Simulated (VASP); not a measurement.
# BAs (F-43m) in VASP: further runs

BAs is run at these levels: PBE; tasks: single point.

Program: VASP 6.6.1. These are calculated values, not measurements. Logs are shortened: lines on timing, memory, paths and dates and some standing lists are left out, and cuts for length are marked.

## 1. The cell of the first run

It takes space group F-43m (No. 216, cubic). The conventional cell has a = 4.479 Å, b = 4.479 Å, c = 4.479 Å, α = 90.00°, β = 90.00°, γ = 90.00°. Within 2.6 Å of B (site symmetry -43m) lie 4 As at 1.94 Å. As (site symmetry -43m) has 4 B at 1.94 Å within 2.6 Å.

## 2. Single point, PBE (N replaced by As, lengths x 1.186, strained)

INCAR

```
SYSTEM = BAs
ALGO = Normal
EDIFF = 1E-7
ENCUT = 520
GGA = PE
ISIF = 2
ISMEAR = 0
LASPH = .True.
LCHARG = .False.
LREAL = .False.
LWAVE = .False.
NBANDS = 11
NELM = 100
PREC = Accurate
SIGMA = 0.02
```

KPOINTS

```
k-points
0
Gamma
  10 10 10
  0 0 0
```

POSCAR

```
BAs
1.0
    0.0000000000      2.2394532939      2.2394532939
    2.2394532939      0.0000000000      2.2394532939
    2.2394532939      2.2394532939      0.0000000000
B As
1 1
Direct
    0.0000000000      0.0000000000      0.0000000000
    0.7500000000      0.7500000000      0.7500000000
```

Potentials or basis: VASP PAW PBE potentials, release 64 (B, As).

Command:

```sh
cat potpaw_PBE.64/B/POTCAR potpaw_PBE.64/As/POTCAR > POTCAR
mpirun -np 1 vasp_std > vasp.out
```

OUTCAR:

```text
SYSTEM = BAs
   EDIFF = 1E-7
   ENCUT = 520
   GGA = PE
   ISIF = 2
   ISMEAR = 0
   LASPH = .True.
   LREAL = .False.
   NELM = 100
   PREC = Accurate

 ion  position               nearest neighbor table
   1  0.000  0.000  0.000-   2 1.94   2 1.94   2 1.94   2 1.94
   2  0.750  0.750  0.750-   1 1.94   1 1.94   1 1.94   1 1.94

  LATTYP: Found a face centered cubic cell.
 ALAT       =     4.4789065878

  Lattice vectors:

 A1 = (   0.0000000000,   2.2394532939,   2.2394532939)
 A2 = (   2.2394532939,   0.0000000000,   2.2394532939)
 A3 = (   2.2394532939,   2.2394532939,   0.0000000000)

Analysis of symmetry for initial positions (statically):
=====================================================================
 Subroutine PRICEL returns:
 Original cell was already a primitive cell.

 Routine SETGRP: Setting up the symmetry group for a
 face centered cubic supercell.

 Subroutine GETGRP returns: Found 24 space group operations
 (whereof 24 operations were pure point group operations)
 out of a pool of 48 trial point group operations.

The static configuration has the point symmetry T_d .

Analysis of symmetry for dynamics (positions and initial velocities):
=====================================================================
 Subroutine PRICEL returns:
 Original cell was already a primitive cell.

 Routine SETGRP: Setting up the symmetry group for a
 face centered cubic supercell.

 Subroutine GETGRP returns: Found 24 space group operations
 (whereof 24 operations were pure point group operations)
 out of a pool of 48 trial point group operations.

The dynamic configuration has the point symmetry T_d .

 Subroutine INISYM returns: Found 24 space group operations
 (whereof 24 operations are pure point group operations),
 and found     1 'primitive' translations

----------------------------------------------------------------------------------------

                                     Primitive cell

  volume of cell :      22.4624

  direct lattice vectors                    reciprocal lattice vectors
     0.000000000  2.239453294  2.239453294    -0.223268778  0.223268778  0.223268778
     2.239453294  0.000000000  2.239453294     0.223268778 -0.223268778  0.223268778
     2.239453294  2.239453294  0.000000000     0.223268778  0.223268778 -0.223268778

  length of vectors
     3.167065221  3.167065221  3.167065221     0.386712867  0.386712867  0.386712867

  position of ions in fractional coordinates (direct lattice)
     0.000000000  0.000000000  0.000000000
     0.750000000  0.750000000  0.750000000

  ion indices of the primitive-cell ions
   primitive index   ion index
                 1           1
                 2           2

----------------------------------------------------------------------------------------

 KPOINTS: k-points

Automatic generation of k-mesh.
 Grid dimensions read from file:
 generate k-points for:   10   10   10

 Generating k-lattice:

  Cartesian coordinates                     Fractional coordinates (reciprocal lattice)
    -0.022326878  0.022326878  0.022326878     0.100000000  0.000000000  0.000000000
     0.022326878 -0.022326878  0.022326878     0.000000000  0.100000000  0.000000000
     0.022326878  0.022326878 -0.022326878     0.000000000  0.000000000  0.100000000

  Length of vectors
     0.038671287  0.038671287  0.038671287

  Shift w.r.t. Gamma in fractional coordinates (k-lattice)
     0.000000000  0.000000000  0.000000000

 Subroutine IBZKPT returns following result:
 ===========================================

 Found     47 irreducible k-points:

 Following reciprocal coordinates:
            Coordinates               Weight
  0.000000  0.000000  0.000000      1.000000
  0.100000  0.000000  0.000000      8.000000
  0.200000  0.000000  0.000000      8.000000
  0.300000  0.000000  0.000000      8.000000
  0.400000  0.000000  0.000000      8.000000
  0.500000  0.000000  0.000000      4.000000
[... 16 lines left out ...]
  0.300000  0.300000  0.000000      6.000000
  0.400000  0.300000  0.000000     24.000000
 [... further k-points ...]
   k-points           NKPTS =     47   k-points in BZ     NKDIM =     47   number of bands    NBANDS=     11
   number of dos      NEDOS =    301   number of ions     NIONS =      2
   total plane-waves  NPLWV =  13824
   dimension x,y,z NGX =    24 NGY =   24 NGZ =   24
   dimension x,y,z NGXF=    48 NGYF=   48 NGZF=   48
   ions per type =               1   1
   NGX,Y,Z   is equivalent  to a cutoff of  12.60, 12.60, 12.60 a.u.
   NGXF,Y,Z  is equivalent  to a cutoff of  25.20, 25.20, 25.20 a.u.
 SYSTEM =  BAs
   PREC   = accura    normal or accurate (medium, high low for compatibility)
   ISTART =      0    job   : 0-new  1-cont  2-samecut
   ICHARG =      2    charge: 1-file 2-atom 10-const
   ISPIN  =      1    spin polarized calculation?
   LNONCOLLINEAR =      F non collinear calculations
   LSORBIT =      F    spin-orbit coupling
   LASPH  =      T    aspherical Exc in radial PAW
   ENCUT  =  520.0 eV  38.22 Ry    6.18 a.u.   5.89  5.89  5.89*2*pi/ulx,y,z
   NELM   =    100;   NELMIN=  2; NELMDL= -5     # of ELM steps
   EDIFF  = 0.1E-06   stopping-criterion for ELM
   LREAL  =      F    real-space projection
   EDIFFG = 0.1E-05   stopping-criterion for IOM
   NSW    =      0    number of steps for IOM
   IBRION =     -1    ionic relax: 0-MD 1-quasi-New 2-CG
   NFREE  =      0    steps in history (QN), initial steepest desc. (CG)
   ISIF   =      2    stress and relaxation
   ISYM   =      2    0-nonsym 1-usesym 2-fastsym
   POTIM  = 0.5000    time-step for ionic-motion
   TEBEG  =    0.0;   TEEND  =   0.0 temperature during run
   PSTRESS=    0.0 pullay stress
   NELECT =       8.0000    total number of electrons
   NUPDOWN=      -1.0000    fix difference up-down
   EMIN   =  10.00;   EMAX   =-10.00  energy-range for DOS
   EFERMI =   0.00;   METHOD = LEGACY
   ISMEAR =     0;   SIGMA  =   0.02  broadening in eV -4-tet -1-fermi 0-gaus
   EFERMI_NEDOS =   21; number of points for ismear=-14 and -15
   IALGO  =     38    algorithm
   IMIX   =      4    mixing-type and parameters
     AMIX     =   0.40;   BMIX     =  1.00
     AMIX_MAG =   1.60;   BMIX_MAG =  1.00
  volume/ion in A,a.u.               =      11.23        75.79
  Fermi-wavevector in a.u.,A,eV,Ry     =   1.160431  2.192897 18.321621  1.346601
  Thomas-Fermi vector in A             =   2.297014
   LORBIT       =      0    0 simple, 1 ext, 2 COOP (PROOUT), +10 PAW based schemes
   GGA     = PE    functional components
   LHFCALC =     F    Hartree Fock is set to
   AEXX    =    0.0000 exact exchange contribution
   IVDW    =     0    specifies the selected vdW correction
   LEPSILON=     F    determine dielectric tensor
   LRPA    =     F    only Hartree local field effects (RPA)
 non-spin polarized calculation
 Gauss-broadening in eV      SIGMA  =   0.02
  energy-cutoff  :      520.00
  volume of cell :       22.46
 maximum number of plane-waves:       620
   NGX = 11   NGY = 11   NGZ = 11

 number of electron       8.0000001 magnetization

 Free energy of the ion-electron system (eV)
  ---------------------------------------------------
  ext. energy  EPLUGINS =         0.00000000
  ---------------------------------------------------
  free energy    TOTEN  =       -10.77493674 eV

  energy without entropy =      -10.77493674  energy(sigma->0) =      -10.77493674

 E-fermi :   8.5424     XC(G=0): -11.4413

 val. band max:        8.4403451779   @ k =   0.0000   0.0000   0.0000
 cond. band min:       9.4014747366   @ k =   0.4000   0.4000   0.0000
 fundamental gap:      0.9611295587
 Fermi energy:         8.5424091774

 k-point     1 :       0.0000    0.0000    0.0000
  band No.  band energies     occupation
      1      -8.8810      2.00000
      2       8.4403      2.00000
      3       8.4403      2.00000
      4       8.4403      2.00000
      5      11.9978      0.00000
      6      11.9978      0.00000
      7      11.9978      0.00000
      8      15.6719      0.00000
      9      19.1261      0.00000
     10      22.2260      0.00000
     11      22.2260      0.00000

 k-point     2 :       0.1000    0.0000    0.0000
  band No.  band energies     occupation
      1      -8.6863      2.00000
      2       6.8897      2.00000
      3       8.0677      2.00000
      4       8.0677      2.00000
      5      12.4549      0.00000
      6      12.4824      0.00000
      7      12.4824      0.00000
      8      16.1838      0.00000
      9      19.9449      0.00000
     10      20.8847      0.00000
     11      20.8847      0.00000

 k-point     3 :       0.2000    0.0000    0.0000
  band No.  band energies     occupation
      1      -8.1087      2.00000
      2       4.1845      2.00000
      3       7.3780      2.00000
      4       7.3780      2.00000
      5      12.6025      0.00000
      6      13.2989      0.00000
      7      13.2989      0.00000
      8      17.2022      0.00000
      9      20.0690      0.00000
     10      20.0690      0.00000
     11      20.9225      0.00000

 k-point     4 :       0.3000    0.0000    0.0000
  band No.  band energies     occupation
      1      -7.1764      2.00000
      2       1.5053      2.00000
      3       6.7806      2.00000
      4       6.7806      2.00000
      5      12.5003      0.00000
      6      13.6293      0.00000
      7      13.6293      0.00000
      8      17.7740      0.00000
      9      20.7299      0.00000
     10      20.7299      0.00000
     11      21.1992      0.00000
[... 239 lines left out ...]
 k-point    22 :      -0.2000    0.2000    0.0000
  band No.  band energies     occupation
      1      -6.8609      2.00000
      2       2.3961      2.00000
      3       3.4984      2.00000
      4       6.9037      2.00000
      5      13.0212      0.00000
      6      14.0997      0.00000
      7      15.2621      0.00000
      8      16.5282      0.00000
      9      18.6123      0.00000
     10      22.4224      0.00000
     11      24.8654      0.00000

 k-point    23 :       0.3000    0.3000    0.0000
  band No.  band energies     occupation
      1      -6.5884      2.00000
      2       2.9429      2.00000
      3       4.5528      2.00000
      4       4.5528      2.00000
      5       9.6999      0.00000
      6      12.0817      0.00000
      7      18.1976      0.00000
      8      18.1976      0.00000
      9      21.3296      0.00000
     10      24.6235      0.00000
     11      26.1116      0.00000

 k-point    24 :       0.4000    0.3000    0.0000
  band No.  band energies     occupation
      1      -5.6892      2.00000
      2       1.4260      2.00000
      3       3.6044      2.00000
      4       4.2011      2.00000
      5      10.0193      0.00000
      6      11.8274      0.00000
      7      18.7687      0.00000
      8      18.8335      0.00000
      9      22.2787      0.00000
     10      25.6587      0.00000
     11      26.9412      0.00000

 [... further k-points ...]
[... 5 lines left out ...]
  --------------------------------------------------------------------------------------
  -------------------------------------------------------------------------------------
  Total        6.2883173      6.2883173      6.2883173     -0.0000000      0.0000000      0.0000000
  in kB      448.5274297    448.5274297    448.5274297     -0.0000000      0.0000000      0.0000000
  external PRESSURE =     448.5274297 kB  Pullay stress =       0.0000000 kB

 VOLUME and BASIS-vectors are now :
 -----------------------------------------------------------------------------
  energy-cutoff  :      520.00
  volume of cell :       22.46
      direct lattice vectors                 reciprocal lattice vectors
     0.000000000  2.239453294  2.239453294    -0.223268778  0.223268778  0.223268778
     2.239453294  0.000000000  2.239453294     0.223268778 -0.223268778  0.223268778
     2.239453294  2.239453294  0.000000000     0.223268778  0.223268778 -0.223268778

 POSITION                                       TOTAL-FORCE (eV/Angst)
 -----------------------------------------------------------------------------------
      0.00000      0.00000      0.00000        -0.000000     -0.000000     -0.000000
      3.35918      3.35918      3.35918         0.000000      0.000000      0.000000
 -----------------------------------------------------------------------------------
    total drift:                               -0.000000     -0.000000     -0.000000

  FREE ENERGIE OF THE ION-ELECTRON SYSTEM (eV)
  ---------------------------------------------------
  free  energy   TOTEN  =       -10.7749367380 eV

  energy  without entropy=      -10.7749367380  energy(sigma->0) =      -10.77493674
```

Wall time 12 s (1 thread of Intel Xeon 8259CL, shared host); peak memory 0.14 GiB.

Results:

| Quantity | Value |
| --- | --- |
| Free energy | -10.7749 eV |
| Pressure | 44.9 GPa |
| Band gap on the k mesh | 0.96 eV, indirect (least direct gap 3.56 eV) |

Levels at points of the mesh, in eV from the valence-band top:
```
           k point  band 1  band 2  band 3  band 4  band 5  band 6  band 7  band 8
(0.00, 0.00, 0.00)  -17.32    0.00    0.00    0.00    3.56    3.56    3.56    7.23
(0.50, 0.00, 0.00)  -13.68  -10.35   -2.17   -2.17    3.93    4.98    4.98    9.15
(0.50, 0.50, 0.00)  -12.05   -9.70   -4.95   -4.95    1.14    1.25   13.32   13.32
```

Caveat: the cell differs from its parent crystal (N replaced by As, lengths x 1.186, strained). A k mesh can miss the band edges.

## 3. Single point, PBE (N replaced by As, lengths x 1.186, strained)

INCAR

```
ALGO = Normal
EDIFF = 1E-6
ENCUT = 500
GGA = PE
GGA_COMPAT = F
ISIF = 2
ISMEAR = 0
LASPH = T
LCHARG = F
LREAL = F
LWAVE = F
NBANDS = 11
NELM = 120
PREC = Accurate
SIGMA = 0.1
```

KPOINTS

```
k-points
0
Gamma
  8 8 8
```

POSCAR

```
BAs
1.0
    0.0000000000      2.1842016791      2.1842016791
    2.1842016791      0.0000000000      2.1842016791
    2.1842016791      2.1842016791      0.0000000000
B As
1 1
Direct
    0.0000000000      0.0000000000      0.0000000000
    0.7500000000      0.7500000000      0.7500000000
```

Potentials or basis: VASP PAW PBE potentials, release 64 (B, As).

Command:

```sh
cat potpaw_PBE.64/B/POTCAR potpaw_PBE.64/As/POTCAR > POTCAR
mpirun -np 1 vasp_std > vasp.out
```

Wall time 4.7 s (1 thread of Intel Xeon 6975P-C, shared host); peak memory 0.13 GiB.

Results (log left out):

| Quantity | Value |
| --- | --- |
| Free energy | -10.1973 eV |
| Pressure | 70.0 GPa |
| Band gap on the k mesh | 0.91 eV, indirect (least direct gap 3.69 eV) |

Levels at points of the mesh, in eV from the valence-band top:
```
           k point  band 1  band 2  band 3  band 4  band 5  band 6  band 7  band 8
(0.00, 0.00, 0.00)  -18.15    0.00    0.00    0.00    3.69    3.69    3.69    8.20
(0.50, 0.00, 0.00)  -14.18  -11.03   -2.31   -2.31    4.47    5.06    5.06    9.22
(0.50, 0.50, 0.00)  -12.43  -10.20   -5.32   -5.32    1.01    1.17   14.12   14.12
```

Caveat: the cell differs from its parent crystal (N replaced by As, lengths x 1.186, strained).
